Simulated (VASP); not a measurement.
A run of VASP 6.6.1 is set up as follows.

INCAR

```
ALGO = Normal
EDIFF = 1E-6
ENCUT = 500
GGA = PE
GGA_COMPAT = False
ISIF = 2
ISMEAR = 0
LASPH = True
LCHARG = False
LREAL = False
LWAVE = False
NBANDS = 13
NELM = 120
PREC = Accurate
SIGMA = 0.1
```

Contents of KPOINTS:

```
k-points
0
Gamma
  8 8 8
```

Contents of POSCAR:

```
W
1.0
   -1.5750000000      1.5750000000      1.5750000000
    1.5750000000     -1.5750000000      1.5750000000
    1.5750000000      1.5750000000     -1.5750000000
W
1
Direct
    0.0000000000      0.0000000000      0.0000000000
```

Potentials or basis: VASP PAW PBE potentials, release 64 (W_sv).

Run with:

```sh
$ cat potpaw_PBE.64/W_sv/POTCAR > POTCAR
$ mpirun -np 1 vasp_std > vasp.out
```

Question: Predict the pressure.

Answer: 11.5 GPa.

Question: Estimate the band gap on the k mesh.

Answer: Zero (band 7 reaches 16.92 eV, above the bottom of band 8 at 10.40 eV).

Caveat: spin-orbit coupling is left out, which moves the levels of the heavy elements.
